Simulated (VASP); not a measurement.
Input of a VASP 6.6.1 run:

File INCAR:

```
SYSTEM = TaSi2
  PREC = Accurate
  ENCUT = 600
  EDIFF = 1E-6
  ISMEAR = 0
  SIGMA = 0.1
  LREAL = .FALSE.
  LASPH = .TRUE.
  NELM = 80
  ALGO = Normal
  ISIF = 3
  LWAVE = .FALSE.
  LCHARG = .FALSE.
  GGA = PS
  IBRION = 2
  NSW = 70
  EDIFFG = -0.005
```

KPOINTS

```
Automatic mesh
0
G
  9 9 6
  0 0 0
```

File POSCAR:

```
TaSi2
1.0
    4.8051009051      0.0000000000      0.0000000000
   -2.4025504525      4.1613394515      0.0000000000
    0.0000000000      0.0000000000      6.5988658923
Ta Si
3 6
Direct
    0.5000000000      0.0000000000      0.5000000000
    0.5000000000      0.5000000000      0.8333333333
    0.0000000000      0.5000000000      0.1666666667
    0.1589199928      0.3178399856      0.5000000000
    0.8410800072      0.1589199928      0.8333333333
    0.6821600144      0.8410800072      0.1666666667
    0.8410800072      0.6821600144      0.5000000000
    0.1589199928      0.8410800072      0.8333333333
    0.3178399856      0.1589199928      0.1666666667
```

Potentials or basis: VASP PAW PBE potentials, release 64 (Ta_pv, Si).

Launch:

```sh
$ cat potpaw_PBE.64/Ta_pv/POTCAR potpaw_PBE.64/Si/POTCAR > POTCAR
$ mpirun -np 1 vasp_std > vasp.out
```

Problem. What does it give for the relaxed volume?

Solution. 14.32 Å³/atom.

Problem. Estimate the space group after relaxing (to 0.05 Å).

Solution. P6_222 (No. 180).

Step by step:
```
step  energy change (eV)  largest force (eV/Å)  pressure (GPa)  volume (Å³)
   1              0.0000                0.0267           -4.34       131.95
   2              0.0589                0.0073            7.51       124.50
   3             -0.0416                0.0187           -0.03       128.97
   4             -0.0416                0.0184            0.05       128.91
   5             -0.0425                0.0187            0.07       128.85
   6             -0.0424                0.0187            0.07       128.86
   7             -0.0424                0.0187            0.07       128.86
   8             -0.0425                0.0076           -0.07       128.95
   9             -0.0425                0.0081           -0.08       128.95
  10             -0.0425                0.0033            0.01       128.89
```

Caveat: the PAW data sets were made with another functional, which shifts forces and pressure a little.
